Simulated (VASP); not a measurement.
**Mg: single point with PBE**

Mg:

```
Mg
1.0
    -1.46659    1.46659    1.46659
     1.46659   -1.46659    1.46659
     1.46659    1.46659   -1.46659
Mg
1
Cartesian
  0.0000 0.0000 0.0000
```

This isn't the form of Mg at room conditions, which is hcp.

```yaml
Program: VASP 6.6.1
Task: single point
Functional: PBE
Potentials_or_basis: VASP PAW PBE potentials, release 64 (Mg)
Cutoff: 520 eV
k_mesh: 19 × 19 × 19
Occupations: fermi-dirac, width 0.03 eV
Spin: no spin polarisation
Dipole_correction: no
Further_INCAR_settings: ALGO = Normal; EDIFF = 1e-06; NBANDS = 7
```

```json
{
  "Pressure": "68.3 GPa",
  "Band gap on the k mesh": "zero (bands 1 and 2 overlap by 4.20 eV)"
}
```

Levels at points of the mesh, in eV from the Fermi level:
```tsv
k point	band 1	band 2	band 3	band 4
(0.00, 0.00, 0.00)	-10.00	17.59	17.59	17.59
```

Wall time 30 s on 1 thread of Intel Xeon 8259CL, with other jobs on the host, peak memory 0.14 GiB.

Caveat: the cell stands under pressure.
